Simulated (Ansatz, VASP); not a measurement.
**Sn7Se8: VASP beside Ansatz**

```
CELL_PARAMETERS angstrom
0.00000 8.44402 0.00000
-8.44402 0.00000 0.00000
4.22201 -4.22201 5.97110
ATOMIC_POSITIONS crystal
Sn 0.62502 0.37502 0.25004
Sn 0.12502 0.87502 0.25004
Sn 0.62499 0.87499 0.24998
Sn 0.62501 0.37495 0.74996
Sn 0.12495 0.37495 0.74996
Sn 0.62501 0.87501 0.74996
Sn 0.12495 0.87501 0.74996
Se 0.87501 0.62501 0.75002
Se 0.38380 0.63380 0.76759
Se 0.86612 0.11612 0.73224
Se 0.37501 0.12501 0.75002
Se 0.38385 0.63385 0.25004
Se 0.86619 0.63385 0.25004
Se 0.38385 0.11619 0.25004
Se 0.86619 0.11619 0.25004
```

Change from the starting cell: Sn vacancy, atoms relaxed.

Alike in both runs: functional PBE; dispersion D3(BJ); k mesh 4 × 4 × 4; occupations gaussian, width 0.05 eV; no spin polarisation.

Ansatz relaxed the structure, and its values are those at the end. VASP's run is a single point on that final structure, the one shown.

```csv
,VASP,Ansatz
version,VASP 6.6.1,Ansatz 0.2.0
potentials or method,"VASP PAW PBE potentials, release 64 (Sn_d, Se), cutoff 520 eV","scalar-relativistic, plane waves, PAW"
valence electrons in the cell,146,226
```

```tsv
	VASP	Ansatz	Ansatz less VASP
gap on the k mesh at the Fermi level (eV)	none	none	-
pressure (GPa)	-1.8	-1.8	+0.03
```

A gap of «none» marks a metal or a gap that the smearing closes. VASP's potentials hold 146 valence electrons a cell and Ansatz's 226, so a difference there can come from the potentials and not from the codes. Ansatz's warnings: stress scf threshold loose.
